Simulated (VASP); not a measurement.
Runs of VASP 6.6.1 on BN. The structure is that of space group P6_3/mmc (No. 194), or close to it. The cells are those of the table. 

| cell | gap on the mesh (eV) | pressure (GPa) |
| --- | --- | --- |
| a = 2.692, b = 2.692, c = 6.661 Å, angles 90.0, 90.0, 120.0°, 4 atoms | (a) | -38.8 |
| a = 2.833, b = 2.833, c = 6.661 Å, angles 90.0, 90.0, 120.0°, 4 atoms | 4.11 | -52.3 |
| a = 2.880, b = 2.880, c = 6.661 Å, angles 90.0, 90.0, 120.0°, 4 atoms | (c) | -54.9 |
| a = 2.222, b = 2.222, c = 6.661 Å, angles 90.0, 90.0, 120.0°, 4 atoms | 5.03 | 144.5 |
| a = 2.316, b = 2.316, c = 6.661 Å, angles 90.0, 90.0, 120.0°, 4 atoms | (b) | 79.3 |
| a = 2.128, b = 2.128, c = 6.661 Å, angles 90.0, 90.0, 120.0°, 4 atoms | 4.63 | 235.6 |
| a = 2.410, b = 2.410, c = 6.661 Å, angles 90.0, 90.0, 120.0°, 4 atoms | 5.07 | 32.8 |
| a = 2.786, b = 2.786, c = 6.661 Å, angles 90.0, 90.0, 120.0°, 4 atoms | 4.21 | -48.9 |

Alike in all rows: task single point; level r2SCAN; potentials or basis VASP PAW PBE potentials, release 64 (B, N); no spin polarisation; k mesh 12 × 12 × 4; cutoff (eV) 520; smearing gaussian 0.05 eV.

Q: Fill in the values left out.

A: (a) 4.43; (b) 5.24; (c) 4.00.

Caveats: the PAW data sets were made with another functional, which shifts forces and pressure a little; the cell stands under tension (at least some runs); the cell stands under pressure (at least some runs).

A k mesh can miss the band edges.
